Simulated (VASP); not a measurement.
Input of a VASP 6.6.1 run:

File INCAR:

```
PREC = Accurate
ENCUT = 520
EDIFF = 1E-6
ISMEAR = 0
SIGMA = 0.1
LREAL = False
LASPH = True
NELM = 100
ALGO = Normal
ISIF = 2
LWAVE = False
LCHARG = False
GGA = PE
NBANDS = 31
```

KPOINTS

```
Automatic mesh
0
Gamma
  4 4 4
```

File POSCAR:

```
Be3ZnSe4
1.0
    3.7521981900      0.0000000000      0.0000000000
    0.0000000000      3.7521981900      5.3064095700
    0.0000000000     -3.7521981900      5.3064095700
Be Zn Se
3 1 4
Direct
    0.0000000000      0.5000000000      0.0000000000
    0.5000000000      0.5000000000      0.5000000000
    0.0000000000      0.0000000000      0.5000000000
    0.5000000000      0.0000000000      0.0000000000
    0.5000000000      0.3750000000      0.8750000000
    0.0000000000      0.8750000000      0.8750000000
    0.0000000000      0.3750000000      0.3750000000
    0.5000000000      0.8750000000      0.3750000000
```

Potentials or basis: VASP PAW PBE potentials, release 64 (Be, Zn, Se).

The run is started by

```bash
$ cat potpaw_PBE.64/Be/POTCAR potpaw_PBE.64/Zn/POTCAR potpaw_PBE.64/Se/POTCAR > POTCAR
$ mpirun -np 1 vasp_std > vasp.out
```

Estimate the pressure.

2.2 GPa.

What does it give for the largest force?

2.242 eV/Å.

What does it give for the band gap on the k mesh?

2.61 eV.

Forces on the atoms (eV/Å):
```
Be   0.000  0.097 -0.007
Be   0.000  0.000  0.059
Be   0.000 -0.097 -0.007
Zn   0.000  0.000 -0.049
Se   0.000  1.575  1.117
Se   0.000  0.000 -2.242
Se   0.000  0.000  0.012
Se   0.000 -1.575  1.117
```

Caveat: forces of over 1 eV/Å act on the atoms, so gaps and moduli don't describe the material at rest. A k mesh can miss the band edges.
